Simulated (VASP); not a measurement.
Here is a VASP 6.6.1 calculation.

The input INCAR:

```
SYSTEM = Mg4H
PREC = Accurate ; ENCUT = 520
EDIFF = 1E-7 ; ISMEAR = 0
SIGMA = 0.1 ; LREAL = .False.
LASPH = .True. ; NELM = 100
ALGO = Normal ; ISIF = 2
LWAVE = .False. ; LCHARG = .False.
LDIPOL = .True. ; IDIPOL = 3
DIPOL = 0.5 0.5 0.300 ; GGA = PE
NBANDS = 20
```

The input KPOINTS:

```
regular mesh
0
Gamma
  4 5 1
  0 0 0
```

File POSCAR:

```
Mg4H
1.0
    6.4201385733      0.0000000000      0.0000000000
    0.0000000000      5.1379129567      0.0000000000
    0.0000000000      0.0000000000     21.6644777330
Mg H
8 2
Direct
    0.0000000000      0.7500000000      0.1846340378
    0.5000000000      0.7500000000      0.1846340378
    0.2500000000      0.2500000000      0.2274076137
    0.7500000000      0.2500000000      0.2274076137
    0.2500000000      0.7500000000      0.3173234500
    0.7500000000      0.7500000000      0.3173234500
    0.0000000000      0.2500000000      0.3537808678
    0.5000000000      0.2500000000      0.3537808678
    0.6335694913      0.0833333333      0.4188643661
    0.8664305087      0.0833333333      0.4188643661
```

Potentials or basis: VASP PAW PBE potentials, release 64 (Mg, H).

Command:

```bash
$ cat potpaw_PBE.64/Mg/POTCAR potpaw_PBE.64/H/POTCAR > POTCAR
$ mpirun -np 1 vasp_std > vasp.out
```

**Question.** What does it give for the largest force?

**Answer.** 0.268 eV/Å.

**Question.** Estimate the band gap on the k mesh.

**Answer.** Zero (band 9 reaches -1.65 eV, above the bottom of band 10 at -2.50 eV).

Forces in eV/Å, atoms in the order of the input:
```
Mg   0.051  0.059  0.209
Mg  -0.051  0.059  0.209
Mg   0.000 -0.081 -0.113
Mg   0.000 -0.068 -0.078
Mg   0.000  0.000 -0.048
Mg   0.000  0.120  0.106
Mg   0.159  0.094  0.083
Mg  -0.159  0.094  0.083
H    0.046 -0.139 -0.224
H   -0.046 -0.139 -0.224
```
